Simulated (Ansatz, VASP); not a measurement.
## BN: VASP beside Ansatz

```
CELL_PARAMETERS angstrom
2.53600 0.00000 0.00000
-1.26800 2.19624 0.00000
0.00000 0.00000 4.19900
ATOMIC_POSITIONS crystal
B 0.66667 0.33333 0.00000
B 0.33333 0.66667 0.50000
N 0.66667 0.33333 0.37500
N 0.33333 0.66667 0.87500
```

Alike in both runs: task single point; functional PBE; k mesh 12 × 12 × 6; occupations fermi-dirac, width 0.01 eV; no spin polarisation.

|  | VASP | Ansatz |
| --- | --- | --- |
| version | VASP 6.6.1 | Ansatz 0.2.0 |
| potentials or method | VASP PAW PBE potentials, release 64 (B, N), cutoff 520 eV | all-electron LAPW, scalar-relativistic |

|  | VASP | Ansatz | Ansatz less VASP |
| --- | --- | --- | --- |
| gap on the k mesh at the Fermi level (eV) | 5.20 | 5.21 | +0.008 |
| pressure (GPa) | 8.3 | 8.0 | -0.29 |
| traceless stress, the component that is largest in VASP (GPa) | -0.81 | -0.77 | +0.045 |
| rms of the force components (eV/Å) | 0.033 | 0.032 | -0.0017 |

Atom by atom the forces differ by 0.002 eV/Å (rms over components). Ansatz ran all-electron here, and VASP with PAW potentials.
